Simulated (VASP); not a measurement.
NaTlS2:

```
CELL_PARAMETERS angstrom
4.10449 0.00000 0.00000
0.00000 4.10449 0.00000
0.00000 0.00000 6.63894
ATOMIC_POSITIONS crystal
Na 0.00000 0.00000 0.00000
S 0.00000 0.50000 0.27087
S 0.50000 0.00000 0.72913
Tl 0.50000 0.50000 0.50000
```

Base run:

- Program: VASP 6.6.1
- Functional: PBE
- Potentials or basis: VASP PAW PBE potentials, release 64 (Na_pv, S, Tl_d)
- Cutoff: 520 eV
- k mesh: 6 × 6 × 4
- Occupations: gaussian, width 0.01 eV
- Spin: no spin polarisation

Its results: band gap on the k mesh 0.81 eV, direct; pressure 1.2 GPa; largest force 0.126 eV/Å.

Task: The run is repeated on the same cell with these changes: functional from PBE to r2SCAN. What comes out?

Result: Band gap on the k mesh 1.10 eV, direct; pressure -0.1 GPa; largest force 0.004 eV/Å.

r2SCAN gives the wider gap, since meta-GGAs in the generalised Kohn-Sham scheme recover part of the derivative discontinuity.

Caveats: spin-orbit coupling is left out, which moves the levels of the heavy elements; the PAW data sets were made with another functional, which shifts forces and pressure a little (some runs).

